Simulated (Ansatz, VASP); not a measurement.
Two plane-wave programs on AlCu3

```
CELL_PARAMETERS angstrom
3.61881 0.00000 0.00000
0.00000 3.61881 0.00000
0.00000 0.00000 3.61881
ATOMIC_POSITIONS crystal
Al 0.00000 0.00000 0.00000
Cu 0.50000 0.47325 0.00000
Cu 0.50000 0.00000 0.50000
Cu 0.00000 0.52675 0.50000
```

Change from the starting cell: mode 5 frozen in at -0.096 Å, equal normal strain along x, y and z +0.0083.

Alike in both runs: task single point; functional LDA; k mesh 12 × 12 × 12; occupations gaussian, width 0.15 eV; no spin polarisation.

|  | VASP | Ansatz |
| --- | --- | --- |
| version | VASP 6.6.1 | Ansatz 0.2.0 |
| potentials or method | VASP PAW LDA potentials, release 64 (Al, Cu), cutoff 520 eV | scalar-relativistic, plane waves, PAW |
| valence electrons in the cell | 36 | 60 |

```tsv
	VASP	Ansatz	Ansatz less VASP
gap on the k mesh at the Fermi level (eV)	none	none	-
pressure (GPa)	-2.5	-3.2	-0.68
traceless stress, the component that is largest in VASP (GPa)	0.10	0.11	+0.013
rms of the force components (eV/Å)	0.240	0.237	-0.0030
```

Ansatz warns that its potentials were made for another functional, while VASP's fit it. LDA's correlation is that of Perdew and Zunger in VASP and of Perdew and Wang (1992) in Ansatz. Atom by atom the forces differ by 0.003 eV/Å (rms over components). A gap of «none» marks a metal or a gap that the smearing closes. VASP's potentials hold 36 valence electrons a cell and Ansatz's 60, so a difference there can come from the potentials and not from the codes.
